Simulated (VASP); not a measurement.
SiO2:

```
CELL_PARAMETERS angstrom
0.00000 3.73037 3.73037
3.73037 0.00000 3.73037
3.73037 3.73037 0.00000
ATOMIC_POSITIONS crystal
Si 0.50000 0.50000 0.50000
Si 0.75000 0.75000 0.75000
O 0.62500 0.62500 0.62500
O 0.12500 0.62500 0.62500
O 0.62500 0.62500 0.12500
O 0.62500 0.12500 0.62500
```

Base run:

```yaml
Program: VASP 6.6.1
Functional: r2SCAN
Potentials_or_basis: VASP PAW PBE potentials, release 64 (Si, O)
Cutoff: 520 eV
k_mesh: 6 × 6 × 6
Occupations: gaussian, width 0.02 eV
Spin: no spin polarisation
```

Its results: band gap on the k mesh 5.98 eV (least direct gap 5.98 eV); pressure -3.5 GPa.

The run is repeated on the same cell with these changes: functional from r2SCAN to LDA; potentials or basis from VASP PAW PBE potentials, release 64 (Si, O) to VASP PAW LDA potentials, release 64 (Si, O). What comes out?

Band gap on the k mesh 5.23 eV (least direct gap 5.23 eV); pressure -4.5 GPa.

Caveats: the cell stands under tension; the PAW data sets were made with another functional, which shifts forces and pressure a little (at least some runs).

A k mesh can miss the band edges.
